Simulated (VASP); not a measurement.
PbO: single point with PBE

The system is PbO.

```
Pb O
1.0
     4.09363    0.00000    0.00000
     0.00000    4.09363    0.00000
     0.00000    0.00000    5.17266
Pb O
2 2
Direct
  0.00000 0.50000 0.23510
  0.50000 0.00000 0.76490
  0.00000 0.00000 0.00000
  0.50000 0.50000 0.00000
```

This cell differs from its parent crystal: strain +0.030 along x and y, +0.030 along z.

```
Program             : VASP 6.6.1
Task                : single point
Functional          : PBE
Potentials or basis : VASP PAW PBE potentials, release 64 (Pb_d, O)
Cutoff              : 520 eV
k mesh              : 8 × 8 × 6
Occupations         : gaussian, width 0.05 eV
Spin                : no spin polarisation
```

The pressure is -2.0 GPa. The largest force is 0.623 eV/Å. The band gap on the k mesh is 1.36 eV (least direct gap 2.06 eV).

Forces on the atoms (eV/Å):
```
Pb   0.000  0.000 -0.623
Pb   0.000  0.000  0.623
O    0.000  0.000  0.000
O    0.000  0.000  0.000
```

Stress tensor (GPa, compression positive):
```
-2.06  0.00  0.00
 0.00 -2.06  0.00
 0.00  0.00 -1.89
```

Levels at points of the mesh, in eV from the valence-band top:
| k point | band 16 | band 17 | band 18 | band 19 | band 20 | band 21 | band 22 | band 23 | band 24 | band 25 |
| --- | --- | --- | --- | --- | --- | --- | --- | --- | --- | --- |
| (0.00, 0.00, 0.00) | -3.68 | -1.33 | -1.27 | -1.27 | 0.00 | 2.21 | 5.33 | 5.48 | 5.48 | 6.36 |
| (0.50, 0.00, 0.00) | -2.68 | -2.51 | -2.51 | -1.34 | -1.34 | 3.27 | 3.27 | 6.23 | 6.23 | 6.40 |
| (0.50, 0.50, 0.00) | -2.87 | -1.51 | -1.51 | -0.69 | -0.69 | 1.37 | 1.37 | 5.20 | 5.20 | 7.43 |
| (0.00, 0.00, 0.50) | -3.54 | -1.37 | -1.30 | -1.30 | -0.66 | 1.95 | 4.03 | 4.03 | 4.14 | 8.16 |
| (0.50, 0.00, 0.50) | -3.13 | -2.48 | -2.48 | -0.79 | -0.79 | 3.01 | 3.01 | 6.10 | 6.10 | 6.96 |
| (0.50, 0.50, 0.50) | -3.27 | -2.01 | -2.01 | -0.69 | -0.69 | 3.51 | 3.51 | 4.49 | 4.49 | 5.55 |

Wall time 88 s on 1 thread of AMD EPYC 7R13 Processor (Zen 3) (shared host), peak memory 0.23 GiB.

Caveat: the cell differs from its parent crystal (strain +0.030 along x and y, +0.030 along z); spin-orbit coupling is left out, which moves the levels of the heavy elements. A k mesh can miss the band edges.
